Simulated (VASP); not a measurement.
The system is Mg4S.

```xyz
5
Lattice="-2.0884 2.0884 5.5338 2.0884 -2.0884 5.5338 2.0884 2.0884 -5.5338" Properties=species:S:1:pos:R:3 pbc="T T T"
Mg    0.0000    0.0000    4.2167
Mg    0.0000    0.0000    6.8508
Mg    0.0000    2.0884    2.7669
Mg    2.0884    0.0000    2.7669
S     0.0000    0.0000    0.0000
```

| Item | Value |
| --- | --- |
| Program | VASP 6.6.1 |
| Task | relaxation of cell and atoms |
| Functional | PBE |
| Potentials or basis | VASP PAW PBE potentials, release 64 (Mg, S) |
| Cutoff | 600 eV |
| k mesh | 5 × 5 × 5 |
| Occupations | gaussian, width 0.2 eV |
| Spin | no spin polarisation |

At the start: pressure 15.3 GPa; volume 19.31 Å³/atom.

Where does the relaxation end?

Over 14 steps the energy falls by 642.4 meV/atom and the volume is 23.11 Å³/atom (+19.7 %); space group I4/mmm (No. 139, to 0.05 Å).

The path:
```
step  energy change (eV)  largest force (eV/Å)  pressure (GPa)  volume (Å³)
   1              0.0000                2.5110           15.28        96.54
   2             -1.6014                0.4625            0.78       124.58
   3             -1.6358                0.1389           -1.02       132.39
   4             -1.6374                0.1848           -0.76       131.15
   5             -1.8517                0.3510           -1.11       131.04
   6             -2.4653                0.5471           -2.07       129.05
   7             -2.9840                0.5304           -0.74       118.66
   8             -3.0023                0.6504           -2.41       124.41
   9             -3.0696                0.6402           -2.11       122.66
  10             -3.1204                0.2504            2.31       108.64
  11             -3.1679                0.4401            0.23       114.02
  12             -3.2079                0.0584            0.45       113.43
  13             -3.2098                0.0495            0.38       113.53
  14             -3.2118                0.0197           -0.21       115.55
```

Final structure:
```yaml
crystal:
  lattice:
    - [-1.88552, 1.88552, 8.12521]
    - [1.88552, -1.88552, 8.12521]
    - [1.88552, 1.88552, -8.12521]
  atoms:
    - { symbol: Mg, position: [0.41240, 0.41240, 0.00000] }
    - { symbol: Mg, position: [0.58760, 0.58760, 0.00000] }
    - { symbol: Mg, position: [0.75000, 0.25000, 0.50000] }
    - { symbol: Mg, position: [0.25000, 0.75000, 0.50000] }
    - { symbol: S, position: [0.00000, 0.00000, 0.00000] }
```

Caveat: the k points lie up to 0.47 Å⁻¹ apart in the final cell; the volume moved by over 15 % at a fixed basis, so the end points are rough; the relaxation stopped at a loose force limit of 0.08 eV/Å, so its end isn't a converged minimum.
